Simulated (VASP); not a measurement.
# AgCl (Pm-3m) in VASP: further runs

AgCl is run at these levels: PBEsol; tasks: single point.

Everything below comes from runs of VASP 6.6.1. Logs are shortened: lines on timing, memory, paths and dates and some standing lists are left out, and cuts for length are marked.

## (1) The cell of the first run

It takes space group Pm-3m (No. 221, cubic). The conventional cell has a = 3.291 Å, b = 3.291 Å, c = 3.291 Å, α = 90.00°, β = 90.00°, γ = 90.00°. Within 3.8 Å of Ag (site symmetry m-3m) lie 8 Cl at 2.85 Å and 6 Ag at 3.29 Å. Within 3.8 Å of Cl (site symmetry m-3m) lie 8 Ag at 2.85 Å and 6 Cl at 3.29 Å.

## (2) Single point, PBEsol

INCAR

```
PREC     = Accurate       # precision mode
ENCUT    = 520            # plane-wave cutoff, eV
EDIFF    = 1E-6           # SCF threshold, eV
ISMEAR   = 0              # smearing method
SIGMA    = 0.01           # smearing width, eV
LREAL    = False          # projectors in reciprocal space
LASPH    = True           # aspherical terms in the spheres
NELM     = 100            # most SCF steps
ALGO     = Normal         # electronic algorithm
ISIF     = 2              # what is computed and relaxed
LWAVE    = False          # write WAVECAR
LCHARG   = True           # write CHGCAR
GGA      = PS             # functional
LELF     = True           # ELF
LVHAR    = True         
NBANDS   = 16             # bands
```

KPOINTS

```
regular mesh
0
Gamma
  6 6 6
```

POSCAR

```
AgCl
1.0
    3.2907212842      0.0000000000      0.0000000000
    0.0000000000      3.2907212842      0.0000000000
    0.0000000000      0.0000000000      3.2907212842
Ag Cl
1 1
Direct
    0.0000000000      0.0000000000      0.0000000000
    0.5000000000      0.5000000000      0.5000000000
```

Potentials or basis: VASP PAW PBE potentials, release 64 (Ag, Cl).

The run is started by

```
$ cat potpaw_PBE.64/Ag/POTCAR potpaw_PBE.64/Cl/POTCAR > POTCAR
$ mpirun -np 1 vasp_std > vasp.out
```

OUTCAR:

```text
PREC = Accurate
   ENCUT = 520
   EDIFF = 1E-6
   ISMEAR = 0
   LREAL = False
   LASPH = True
   NELM = 100
   ISIF = 2
   GGA = PS

 ion  position               nearest neighbor table
   1  0.000  0.000  0.000-   2 2.85   2 2.85   2 2.85   2 2.85   2 2.85   2 2.85   2 2.85   2 2.85

   2  0.500  0.500  0.500-   1 2.85   1 2.85   1 2.85   1 2.85   1 2.85   1 2.85   1 2.85   1 2.85

  LATTYP: Found a simple cubic cell.
 ALAT       =     3.2907212842

  Lattice vectors:

 A1 = (   3.2907212842,   0.0000000000,   0.0000000000)
 A2 = (   0.0000000000,   3.2907212842,   0.0000000000)
 A3 = (   0.0000000000,   0.0000000000,   3.2907212842)

Analysis of symmetry for initial positions (statically):
=====================================================================
 Subroutine PRICEL returns:
 Original cell was already a primitive cell.

 Routine SETGRP: Setting up the symmetry group for a
 simple cubic supercell.

 Subroutine GETGRP returns: Found 48 space group operations
 (whereof 48 operations were pure point group operations)
 out of a pool of 48 trial point group operations.

The static configuration has the point symmetry O_h .

Analysis of symmetry for dynamics (positions and initial velocities):
=====================================================================
 Subroutine PRICEL returns:
 Original cell was already a primitive cell.

 Routine SETGRP: Setting up the symmetry group for a
 simple cubic supercell.

 Subroutine GETGRP returns: Found 48 space group operations
 (whereof 48 operations were pure point group operations)
 out of a pool of 48 trial point group operations.

The dynamic configuration has the point symmetry O_h .

 Subroutine INISYM returns: Found 48 space group operations
 (whereof 48 operations are pure point group operations),
 and found     1 'primitive' translations

----------------------------------------------------------------------------------------

                                     Primitive cell

  volume of cell :      35.6347

  direct lattice vectors                    reciprocal lattice vectors
     3.290721284  0.000000000  0.000000000     0.303884746  0.000000000  0.000000000
     0.000000000  3.290721284  0.000000000     0.000000000  0.303884746  0.000000000
     0.000000000  0.000000000  3.290721284     0.000000000  0.000000000  0.303884746

  length of vectors
     3.290721284  3.290721284  3.290721284     0.303884746  0.303884746  0.303884746

  position of ions in fractional coordinates (direct lattice)
[... 74 lines left out ...]
   EDIFF  = 0.1E-05   stopping-criterion for ELM
   LREAL  =      F    real-space projection
   EDIFFG = 0.1E-04   stopping-criterion for IOM
   NSW    =      0    number of steps for IOM
   IBRION =     -1    ionic relax: 0-MD 1-quasi-New 2-CG
   NFREE  =      0    steps in history (QN), initial steepest desc. (CG)
   ISIF   =      2    stress and relaxation
   ISYM   =      2    0-nonsym 1-usesym 2-fastsym
   POTIM  = 0.5000    time-step for ionic-motion
   TEBEG  =    0.0;   TEEND  =   0.0 temperature during run
   PSTRESS=    0.0 pullay stress
   NELECT =      18.0000    total number of electrons
   NUPDOWN=      -1.0000    fix difference up-down
   EMIN   =  10.00;   EMAX   =-10.00  energy-range for DOS
   EFERMI =   0.00;   METHOD = LEGACY
   ISMEAR =     0;   SIGMA  =   0.01  broadening in eV -4-tet -1-fermi 0-gaus
   EFERMI_NEDOS =   21; number of points for ismear=-14 and -15
   IALGO  =     38    algorithm
   IMIX   =      4    mixing-type and parameters
     AMIX     =   0.40;   BMIX     =  1.00
     AMIX_MAG =   1.60;   BMIX_MAG =  1.00
  volume/ion in A,a.u.               =      17.82       120.24
  Fermi-wavevector in a.u.,A,eV,Ry     =   1.303791  2.463807 23.128140  1.699870
  Thomas-Fermi vector in A             =   2.434769
   LORBIT       =      0    0 simple, 1 ext, 2 COOP (PROOUT), +10 PAW based schemes
   GGA     = PS    functional components
   LHFCALC =     F    Hartree Fock is set to
   AEXX    =    0.0000 exact exchange contribution
   IVDW    =     0    specifies the selected vdW correction
   LEPSILON=     F    determine dielectric tensor
   LRPA    =     F    only Hartree local field effects (RPA)
 non-spin polarized calculation
 Gauss-broadening in eV      SIGMA  =   0.01
  energy-cutoff  :      520.00
  volume of cell :       35.63
 maximum number of plane-waves:       976
   NGX = 13   NGY = 13   NGZ = 13

 number of electron      18.0000014 magnetization

 Free energy of the ion-electron system (eV)
  ---------------------------------------------------
  ext. energy  EPLUGINS =         0.00000000
  ---------------------------------------------------
  free energy    TOTEN  =        -5.80754876 eV

  energy without entropy =       -5.80754876  energy(sigma->0) =       -5.80754876

 E-fermi :   5.5944     XC(G=0): -11.3071

 val. band max:        5.5028707215   @ k =   0.5000   0.0000   0.0000
 cond. band min:       5.9793789259   @ k =   0.0000   0.0000   0.0000
 fundamental gap:      0.4765082045
 Fermi energy:         5.5944369378

 k-point     1 :       0.0000    0.0000    0.0000
  band No.  band energies     occupation
      1      -9.9447      2.00000
      2       2.1203      2.00000
      3       2.1203      2.00000
      4       3.3715      2.00000
      5       3.3715      2.00000
      6       3.3715      2.00000
[... 357 lines left out ...]
      3       0.1693      2.00000
      4       0.1693      2.00000
      5       3.7992      2.00000
      6       3.7992      2.00000
[... 8 lines left out ...]
     15      24.0639      0.00000
     16      24.0639      0.00000

------------------------ aborting loop because EDIFF is reached ----------------------------------------

  FORCE on cell =-STRESS in cart. coord.  units (eV):
  Direction    XX          YY          ZZ          XY          YZ          ZX
  --------------------------------------------------------------------------------------
  -------------------------------------------------------------------------------------
  Total        0.5574592      0.5574592      0.5574592      0.0000000      0.0000000     -0.0000000
  in kB       25.0639974     25.0639974     25.0639974      0.0000000      0.0000000     -0.0000000
  external PRESSURE =      25.0639974 kB  Pullay stress =       0.0000000 kB

 VOLUME and BASIS-vectors are now :
 -----------------------------------------------------------------------------
  energy-cutoff  :      520.00
  volume of cell :       35.63
      direct lattice vectors                 reciprocal lattice vectors
     3.290721284  0.000000000  0.000000000     0.303884746  0.000000000  0.000000000
     0.000000000  3.290721284  0.000000000     0.000000000  0.303884746  0.000000000
     0.000000000  0.000000000  3.290721284     0.000000000  0.000000000  0.303884746

 POSITION                                       TOTAL-FORCE (eV/Angst)
 -----------------------------------------------------------------------------------
      0.00000      0.00000      0.00000         0.000000      0.000000      0.000000
      1.64536      1.64536      1.64536         0.000000      0.000000      0.000000
 -----------------------------------------------------------------------------------
    total drift:                               -0.000000      0.000000     -0.000000

  FREE ENERGIE OF THE ION-ELECTRON SYSTEM (eV)
  ---------------------------------------------------
  free  energy   TOTEN  =        -5.8075487563 eV

  energy  without entropy=       -5.8075487563  energy(sigma->0) =       -5.80754876
```

stdout:

```text
POSCAR found type information on POSCAR AgCl
 POSCAR found :  2 types and       2 ions
 scaLAPACK will be used
 -----------------------------------------------------------------------------
|                                                                             |
|                                                                             |
|     You enforced a specific xc type in the INCAR file but a different       |
|     I HOPE YOU KNOW WHAT YOU ARE DOING!                                     |
|                                                                             |
 -----------------------------------------------------------------------------

 LDA part: xc-table for (Slater+PW92), standard interpolation
 POSCAR, INCAR and KPOINTS ok, starting setup
 FFT: planning ... GRIDC
 FFT: planning ... GRID_SOFT
 FFT: planning ... GRID
 WAVECAR not read
 entering main loop
```

Wall time 12 s (1 thread of Intel Xeon 8259CL, shared host); peak memory 0.14 GiB.

Results:

| Item | Value |
| --- | --- |
| Free energy | -5.8075 eV |
| Pressure | 2.5 GPa |
| Band gap on the k mesh | 0.48 eV (least direct gap 2.44 eV) |

Caveat: the PAW data sets were made with another functional, which shifts forces and pressure a little.

(Continued in part 2 of 3.)
